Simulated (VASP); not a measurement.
The system is C.

```
C
1.0
     0.00000    1.78337    1.78337
     1.78337    0.00000    1.78337
     1.78337    1.78337    0.00000
C
2
Direct
  0.00000 0.00000 0.00000
  0.25000 0.25000 0.25000
```

Base run:

```yaml
Program: VASP 6.6.1
Functional: PBEsol
Potentials_or_basis: VASP PAW PBE potentials, release 64 (C)
Cutoff: 520 eV
k_mesh: 12 × 12 × 12
Occupations: gaussian, width 0.01 eV
Spin: no spin polarisation
```

Its results: band gap on the k mesh 4.04 eV, indirect (least direct gap 5.54 eV); pressure -3.8 GPa.

After a change of settings the same cell gave: band gap on the k mesh 4.04 eV, indirect (least direct gap 5.54 eV); pressure -4.8 GPa. Which change was it?
A. k mesh from 12 × 12 × 12 to 4 × 4 × 4
B. potentials or basis from VASP PAW PBE potentials, release 64 (C) to VASP PAW PBE potentials, release 64 (C_h); cutoff from 520 eV to 910 eV
C. k mesh from 12 × 12 × 12 to 6 × 6 × 6
D. k mesh from 12 × 12 × 12 to 8 × 8 × 8

B.

Caveats: the PAW data sets were made with another functional, which shifts forces and pressure a little; the cutoff is under 1.25 times the usual one of these potentials, so pressure, stress and relaxed cells hold a basis-set (Pulay) error (some runs).
